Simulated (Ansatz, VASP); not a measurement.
Pd: VASP beside Ansatz

File INCAR:

```
SYSTEM = Pd
PREC = Accurate
ENCUT = 600
EDIFF = 1E-6
ISMEAR = -1
SIGMA = 0.1
LREAL = .False.
LASPH = .True.
NELM = 100
ALGO = Normal
ISIF = 3
LWAVE = .False.
LCHARG = .False.
GGA = PE
IBRION = 2
NSW = 80
EDIFFG = -0.01
```

The input KPOINTS:

```
regular mesh
0
Gamma
  8 8 12
  0 0 0
```

POSCAR

```
Pd
1.0
    4.3646624039      0.0000000000      0.0000000000
   -2.1823312020      3.7799085207      0.0000000000
    0.0000000000      0.0000000000      2.6755380536
Pd
3
Direct
    0.0000000000      0.0000000000      0.0000000000
    0.3333333333      0.6666666667      0.5000000000
    0.6666666667      0.3333333333      0.5000000000
```

Input for Ansatz:

```yaml
crystal:
  lattice:
    - [4.3646624039, 0.0, 0.0]
    - [-2.182331202, 3.7799085207, 0.0]
    - [0.0, 0.0, 2.6755380536]
  atoms:
    - { symbol: Pd, position: [0.0, 0.0, 0.0] }
    - { symbol: Pd, position: [0.3333333333, 0.6666666667, 0.5] }
    - { symbol: Pd, position: [0.6666666667, 0.3333333333, 0.5] }
hamiltonian:
  xc: pbe
  pseudopotentials:
    kind: paw
    azcp:
      Pd: "pseudopotentials/Pd.paw.azcp"
basis:
  ecutwfc: 420
  fft_grid_basis: typed
kpoints:
  mp_grid: { grid: [8, 8, 12], shift: [0, 0, 0] }
magnetization:
  spin_polarized: false
scf:
  occupations: { method: fermi_dirac, width: 0.1 }
relax:
  max_steps: 60
  f_tol: 0.01
  cell: {}
```

Alike in both runs: task relaxation of cell and atoms; functional PBE; k mesh 8 × 8 × 12; occupations fermi-dirac, width 0.1 eV; no spin polarisation.

|  | VASP | Ansatz |
| --- | --- | --- |
| version | VASP 6.6.1 | Ansatz 0.2.0 |
| potentials or method | VASP PAW PBE potentials, release 64 (Pd), cutoff 600 eV | plane waves (420 eV) with PAW, scalar-relativistic |
| valence electrons in the cell | 30 | 54 |

VASP gave:

| Item | Value |
| --- | --- |
| relaxed volume (Å³/atom) | 15.65 |
| relaxed length of the cell vector where the two differ most in proportion (Å) | 4.500 |

Q: Which values does Ansatz return?

A: Relaxed volume (Å³/atom): 15.70; relaxed length of the cell vector where the two differ most in proportion (Å): 4.504.

VASP's potentials hold 30 valence electrons a cell and Ansatz's 54, so a difference there can come from the potentials and not from the codes.
